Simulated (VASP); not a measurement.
Set up this calculation in VASP 6.6.1, as the native input.

* Task: single point
* Functional: RPBE
* Potentials or basis: VASP PAW PBE potentials, release 64 (Zn, S)
* Cutoff: 500 eV
* k mesh: 4 × 4 × 1, shifted
* Occupations: gaussian, width 0.01 eV
* Spin: no spin polarisation
* Dipole correction: no
* Further INCAR settings: ALGO = Normal; EDIFF = 1e-06; NBANDS = 46; ISYM = 0

The structure of ZnS lies in POSCAR:

```
ZnS
1.0
    3.8148416042      0.0126647154      0.0000000000
   -1.8964528368      3.3100820983      0.0000000000
    0.0000000000      0.0000000000     12.5237621596
Zn S
4 4
Direct
   -0.0014170059      0.0014170059      0.0001906234
    0.0014170059     -0.0014170059      0.5001906234
    0.3339894243      0.6660105757      0.2500724729
    0.6660105757      0.3339894243      0.7500724729
   -0.0001017919      0.0001017919      0.1871803144
    0.0001017919     -0.0001017919      0.6871803144
    0.3354712444      0.6645287556      0.4375565893
    0.6645287556      0.3354712444      0.9375565893
```

These files were run (other wordings do the same):

INCAR

```
SYSTEM = ZnS
PREC = Accurate ; ENCUT = 500
EDIFF = 1E-6 ; ISMEAR = 0
SIGMA = 0.01 ; LREAL = .FALSE.
LASPH = .TRUE. ; NELM = 120
ALGO = Normal ; ISIF = 2
LWAVE = .FALSE. ; LCHARG = .TRUE.
GGA = RP ; LELF = .TRUE.
LVHAR = .TRUE. ; NBANDS = 46
ISYM = 0 ; GGA_COMPAT = .FALSE.
```

KPOINTS

```
Automatic mesh
0
Gamma
  4 4 1
  0.5 0.5 0
```

Potentials or basis: VASP PAW PBE potentials, release 64 (Zn, S).

The run is started by

```sh
$ cat potpaw_PBE.64/Zn/POTCAR potpaw_PBE.64/S/POTCAR > POTCAR
$ mpirun -np 1 vasp_std > vasp.out
```

Results of the run:

```yaml
Pressure: 4.0 GPa
Band_gap_on_the_k_mesh: 3.19 eV
```

Caveat: the k points lie up to 0.50 Å⁻¹ apart; the PAW data sets were made with another functional, which shifts forces and pressure a little; a shifted mesh leaves out Γ, where band edges can lie.

Wall time 92 s on 1 thread of Intel Xeon 8259CL (shared host), peak memory 0.26 GiB.
